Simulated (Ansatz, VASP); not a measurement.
## AlGa2Sb3: VASP beside Ansatz

```
Al Ga Sb
1.0
     5.22237    0.00000    0.00000
    -2.61118    4.52270    0.00000
     0.00000    0.00000    6.17569
Al Ga Sb
1 2 3
Direct
  0.00000 0.00000 0.00000
  0.66667 0.33333 0.24318
  0.66667 0.33333 0.75682
  0.00000 0.00000 0.50000
  0.33333 0.66667 0.00000
  0.33333 0.66667 0.50000
```

Change from the starting cell: species swapped into the Ce2CuGe3 type (P-6m2, No. 187).

Alike in both runs: functional PBE; k mesh 6 × 6 × 4; occupations gaussian, width 0.1 eV; no spin polarisation.

Ansatz relaxed the structure, and its values are those at the end. VASP's run is a single point on that final structure, the one shown.

|  | VASP | Ansatz |
| --- | --- | --- |
| version | VASP 6.6.1 | Ansatz 0.2.0 |
| potentials or method | VASP PAW PBE potentials, release 64 (Al, Ga_d, Sb), cutoff 520 eV | scalar-relativistic, plane waves, PAW |
| valence electrons in the cell | 44 | 74 |

|  | VASP | Ansatz | Ansatz less VASP |
| --- | --- | --- | --- |
| gap on the k mesh at the Fermi level (eV) | none | none | - |
| pressure (GPa) | 0.0 | 0.0 | -0.01 |

A gap of «none» marks a metal or a gap that the smearing closes. The functional is the same, so the differences come from potentials, cutoffs and numerics. VASP's potentials hold 44 valence electrons a cell and Ansatz's 74, so a difference there can come from the potentials and not from the codes.

Neither program's run includes spin-orbit coupling.
